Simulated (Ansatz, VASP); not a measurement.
# Two plane-wave programs on Nb

```xyz
1
Lattice="-1.6640 1.4144 1.6640 1.6640 -1.4144 1.6640 1.6640 1.4144 -1.6640" Properties=species:S:1:pos:R:3 pbc="T T T"
Nb    0.0000    0.0000    0.0000
```

Change from the starting cell: strain -0.1500 x Voigt [0, 1, 0, 0, 0, 0], atoms carried along.

Alike in both runs: task single point; functional LDA; k mesh 20 × 20 × 20; occupations gaussian, width 0.15 eV; no spin polarisation.

|  | VASP | Ansatz |
| --- | --- | --- |
| version | VASP 6.6.1 | Ansatz 0.2.0 |
| potentials or method | VASP PAW LDA potentials, release 64 (Nb_sv), cutoff 500 eV | scalar-relativistic, plane waves, PAW |
| valence electrons in the cell | 13 | 13 |

```csv
,VASP,Ansatz,Ansatz less VASP
gap on the k mesh at the Fermi level (eV),none,none,-
pressure (GPa),23.2,23.4,+0.19
"traceless stress, the component that is largest in VASP (GPa)",17.27,17.27,+0.005
```

LDA's correlation is that of Perdew and Zunger in VASP and of Perdew and Wang (1992) in Ansatz. A gap of «none» marks a metal or a gap that the smearing closes.
